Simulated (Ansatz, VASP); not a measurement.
## Au in VASP and in Ansatz

File INCAR:

```
PREC = Accurate
ENCUT = 520
EDIFF = 1E-8
ISMEAR = -1
SIGMA = 0.08
LREAL = F
LASPH = T
NELM = 100
ALGO = Normal
ISIF = 2
LWAVE = F
LCHARG = F
GGA = PE
LEFG = T
NBANDS = 12
```

The input KPOINTS:

```
Automatic mesh
0
Gamma
  12 12 12
```

Contents of POSCAR:

```
Au
1.0
    2.7750447624      0.0000000000      0.0000000000
    0.0000000000      2.7750447624      0.0000000000
    0.0000000000      0.0000000000      2.7750447624
Au
1
Direct
    0.0000000000      0.0000000000      0.0000000000
```

Input for Ansatz:

```yaml
crystal:
  lattice:
    - [2.7750447624, 0.0, 0.0]
    - [0.0, 2.7750447624, 0.0]
    - [0.0, 0.0, 2.7750447624]
  atoms:
    - { symbol: Au, position: [0.0, 0.0, 0.0] }
kpoints:
  mp_grid: { grid: [12, 12, 12] }
scf:
  occupations: { method: fermi_dirac, width: 0.08 }
hamiltonian:
  xc: pbe
  pseudopotentials: { kind: paw }
output:
  forces: true
  stress: true
  eigenvalues: true
  efg: { contact_densities: true }
```

Change from the starting cell: volume scaled by 1.03, PAW files.

Alike in both runs: task electric field gradients; functional PBE; k mesh 12 × 12 × 12; occupations fermi-dirac, width 0.08 eV; no spin polarisation.

```csv
,VASP,Ansatz
version,VASP 6.6.1,Ansatz 0.2.0
potentials or method,"VASP PAW PBE potentials, release 64 (Au)","PAW with Ansatz's default frozen-core files, scalar-relativistic"
plane-wave cutoff (eV),520,420
valence electrons in the cell,11,19
```

VASP gave:

- pressure (GPa): -3.0

Estimate Ansatz's values.

pressure (GPa): -2.8.

The functional is the same, so the differences come from potentials, cutoffs and numerics. VASP's potentials hold 11 valence electrons a cell and Ansatz's 19, so a difference there can come from the potentials and not from the codes.

Neither program's run includes spin-orbit coupling.
